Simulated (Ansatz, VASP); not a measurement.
## One calculation of AlB3P4, two programs

```xyz
8
Lattice="4.8031 0.0000 0.0000 0.0000 4.8031 0.0000 0.0000 0.0000 4.8031" Properties=species:S:1:pos:R:3 pbc="T T T"
B     2.4015    0.0000    0.0000
B     0.0000    2.4015    0.0000
B     0.0000    0.0000    2.4015
P     3.6881    1.1150    1.1150
P     1.1150    3.6881    1.1150
P     1.1150    1.1150    3.6881
P     3.6881    3.6881    3.6881
Al    2.4015    2.4015    2.4015
```

Alike in both runs: task single point; functional PBE; k mesh 6 × 6 × 6; occupations fermi-dirac, width 0.02 eV; no spin polarisation.

|  | VASP | Ansatz |
| --- | --- | --- |
| version | VASP 6.6.1 | Ansatz 0.2.0 |
| potentials or method | VASP PAW PBE potentials, release 64 (B, P, Al) | plane waves, PAW |
| plane-wave cutoff (eV) | 520 | 420 |
| valence electrons in the cell | 32 | 32 |

Ansatz gave:

- gap on the k mesh at the Fermi level (eV): 0.98
- pressure (GPa): 1.1
- rms of the force components (eV/Å): 0.068

**Question.** Which values does VASP return?

**Answer.** gap on the k mesh at the Fermi level (eV): 0.98; pressure (GPa): 0.9; rms of the force components (eV/Å): 0.067.
